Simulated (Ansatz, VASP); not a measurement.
# One calculation of SnSe2, two programs

```xyz
12
Lattice="7.6781 0.0000 0.0000 -3.8390 6.6494 0.0000 0.0000 0.0000 21.1880" Properties=species:S:1:pos:R:3 pbc="T T T"
Se    1.9195    1.1082    8.0000
Se    0.0000    4.4330    8.0000
Se    5.7586    1.1082    8.0000
Se    3.8390    4.4330    8.0000
Se    0.0090    2.2082   11.1887
Se   -1.9141    5.5549   11.1906
Se    3.8387    2.1829   11.1882
Se    1.9139    5.5412   11.1850
Sn   -0.0017   -0.0013    9.5966
Sn   -1.9167    3.3244    9.6124
Sn    3.8405   -0.0242    9.5794
Sn    1.9187    3.3236    9.5978
```

Alike in both runs: task single point; functional PBE; dispersion D3(BJ); k mesh 3 × 3 × 1; occupations gaussian, width 0.05 eV; no spin polarisation.

```csv
,VASP,Ansatz
version,VASP 6.6.1,Ansatz 0.2.0
potentials or method,"VASP PAW PBE potentials, release 64 (Se, Sn_d), cutoff 520 eV","scalar-relativistic, plane waves, PAW"
valence electrons in the cell,104,184
```

```tsv
	VASP	Ansatz	Ansatz less VASP
gap on the k mesh at the Fermi level (eV)	0.75	0.76	+0.003
least direct gap on the mesh (eV)	0.82	0.83	+0.003
rms of the force components (eV/Å)	0.059	0.058	-0.0010
```

VASP's potentials hold 104 valence electrons a cell and Ansatz's 184, so a difference there can come from the potentials and not from the codes.
